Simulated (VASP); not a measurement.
Here is a VASP 6.6.1 calculation.

File INCAR:

```
SYSTEM = HfN
  ALGO = Normal
  EDIFF = 1E-7
  EDIFFG = -0.01
  ENCUT = 600
  GGA = PS
  GGA_COMPAT = .False.
  IBRION = 2
  ISIF = 3
  ISMEAR = -1
  LASPH = .True.
  LCHARG = .False.
  LREAL = .False.
  LWAVE = .False.
  NELM = 120
  NELMIN = 4
  NSW = 80
  PREC = Accurate
  SIGMA = 0.1
```

File KPOINTS:

```
k-points
0
Gamma
  6 6 6
  0 0 0
```

The input POSCAR:

```
HfN
1.0
    0.0000000000      2.4550000000      2.4550000000
    2.4550000000      0.0000000000      2.4550000000
    2.4550000000      2.4550000000      0.0000000000
Hf N
1 1
Direct
    0.0000000000      0.0000000000      0.0000000000
    0.2500000000      0.2500000000      0.2500000000
```

Potentials or basis: VASP PAW PBE potentials, release 64 (Hf_pv, N).

The run is started by

```sh
$ cat potpaw_PBE.64/Hf_pv/POTCAR potpaw_PBE.64/N/POTCAR > POTCAR
$ mpirun -np 1 vasp_std > vasp.out
```

What does it give for the band gap on the k mesh?

Zero (an odd number of electrons rules out a gap without spin polarisation).

Estimate the relaxed volume.

14.35 Å³/atom.

What does it give for the space group after relaxing (to 0.1 Å)?

F-43m (No. 216).

Final structure:
```
Hf N
1.0
     0.00000    2.43001    2.43001
     2.43001    0.00000    2.43001
     2.43001    2.43001    0.00000
Hf N
1 1
Direct
  0.00000 0.00000 0.00000
  0.25000 0.25000 0.25000
```

Caveat: the k points lie up to 0.37 Å⁻¹ apart in the final cell, too coarse for converged energies and pressures of a metal; the PAW data sets were made with another functional, which shifts forces and pressure a little; spin-orbit coupling is left out, which moves the levels of the heavy elements.
